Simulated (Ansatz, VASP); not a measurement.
## GaP: VASP beside Ansatz

The input INCAR:

```
SYSTEM = GaP
PREC     = Accurate       ! precision mode
ENCUT    = 520            ! plane-wave cutoff, eV
EDIFF    = 1E-6           ! SCF threshold, eV
ISMEAR   = 0              ! smearing method
SIGMA    = 0.05           ! smearing width, eV
LREAL    = .FALSE.        ! projectors in reciprocal space
LASPH    = .TRUE.         ! aspherical terms in the spheres
NELM     = 80             ! most SCF steps
ALGO     = Normal         ! electronic algorithm
ISIF     = 2              ! what is computed and relaxed
LWAVE    = .FALSE.        ! write WAVECAR
LCHARG   = .FALSE.        ! write CHGCAR
GGA      = PE             ! functional
NBANDS   = 16             ! bands
```

The input KPOINTS:

```
regular mesh
0
G
  10 10 10
  0 0 0
```

Contents of POSCAR:

```
GaP
1.0
    0.0000000000      3.0897736451      2.1844699671
    3.0897736451      0.0000000000      2.1844699671
    3.0897736451      3.0897736451      0.0000000000
Ga P
1 1
Direct
    0.0000000000      0.0000000000      0.0000000000
    0.7500000000      0.7500000000      0.7500000000
```

Input for Ansatz:

```yaml
crystal:
  lattice:
    - [0.0, 3.0897736451, 2.1844699671]
    - [3.0897736451, 0.0, 2.1844699671]
    - [3.0897736451, 3.0897736451, 0.0]
  atoms:
    - { symbol: Ga, position: [0.0, 0.0, 0.0] }
    - { symbol: P, position: [0.75, 0.75, 0.75] }
basis:
  ecutwfc: 420
kpoints:
  mp_grid: { grid: [10, 10, 10] }
hamiltonian:
  xc: pbe
scf:
  occupations: { method: gaussian, width: 0.05 }
output:
  forces: true
  stress: true
  eigenvalues: true
  write_density: true
  write_potential: true
  elf: true
  volumetric_format: npy
```

Alike in both runs: task single point; functional PBE; k mesh 10 × 10 × 10; occupations gaussian, width 0.05 eV; no spin polarisation.

```csv
,VASP,Ansatz
version,VASP 6.6.1,Ansatz 0.2.0
potentials or method,"VASP PAW PBE potentials, release 64 (Ga_d, P), cutoff 520 eV","scalar-relativistic, plane waves, PAW"
valence electrons in the cell,18,18
```

```csv
,VASP,Ansatz,Ansatz less VASP
gap on the k mesh at the Fermi level (eV),none,none,-
pressure (GPa),-2.8,-2.8,+0.01
"traceless stress, the component that is largest in VASP (GPa)",7.76,7.76,+0.009
```

A gap of «none» marks a metal or a gap that the smearing closes.
